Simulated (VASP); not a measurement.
Sb3Au: electric field gradients with LDA

Crystal: Sb3Au.

```
Sb Au
1.0
    -3.05010    3.05010    3.05010
     3.05010   -3.05010    3.05010
     3.05010    3.05010   -3.05010
Sb Au
3 1
Direct
  0.00000 0.50000 0.50000
  0.50000 0.00000 0.50000
  0.50000 0.50000 0.00000
  0.00000 0.00000 0.00000
```

```
Program                : VASP 6.6.1
Task                   : electric field gradients
Functional             : LDA
Potentials or basis    : VASP PAW LDA potentials, release 64 (Sb, Au)
Cutoff                 : 520 eV
k mesh                 : 10 × 10 × 10
Occupations            : fermi-dirac, width 0.05 eV
Spin                   : no spin polarisation
Dipole correction      : no
Further INCAR settings : ALGO = Normal; EDIFF = 1e-08; NBANDS = 21
```

```
Pressure                                : -8.1 GPa
Band gap on the k mesh                  : zero (bands 13 and 14 overlap by 2.66 eV)
Largest electric field gradient by atom : Sb -4.1; Au +0.0 V/Å²
```

Levels at points of the mesh, in eV from the Fermi level:
| k point | band 10 | band 11 | band 12 | band 13 | band 14 | band 15 | band 16 | band 17 |
| --- | --- | --- | --- | --- | --- | --- | --- | --- |
| (0.00, 0.00, 0.00) | -3.24 | -3.24 | -1.34 | -1.34 | -1.34 | -1.07 | 3.85 | 3.85 |
| (0.50, 0.00, 0.00) | -2.72 | -1.96 | -0.44 | -0.10 | 0.08 | 0.93 | 2.44 | 4.58 |
| (0.50, 0.50, 0.50) | -3.41 | -3.41 | -0.08 | -0.08 | -0.08 | -0.05 | 5.82 | 5.82 |

Electric field gradients, principal values (V/Å²):
```
atom   least  middle  greatest (by size)
1 Sb   2.068   2.068              -4.136
2 Sb   2.068   2.068              -4.136
3 Sb   2.068   2.068              -4.136
4 Au  -0.001   0.001               0.001
```

Wall time 3 min on 1 thread of Intel(R) Xeon(R) Platinum 8488C (Sapphire Rapids), on a shared host, peak memory 0.26 GiB.

Caveat: the cell stands under tension; without QUAD_EFG the Cq values of the log hold for a quadrupole moment of 1 mb, not for the nuclei; spin-orbit coupling is left out, which moves the levels of the heavy elements.
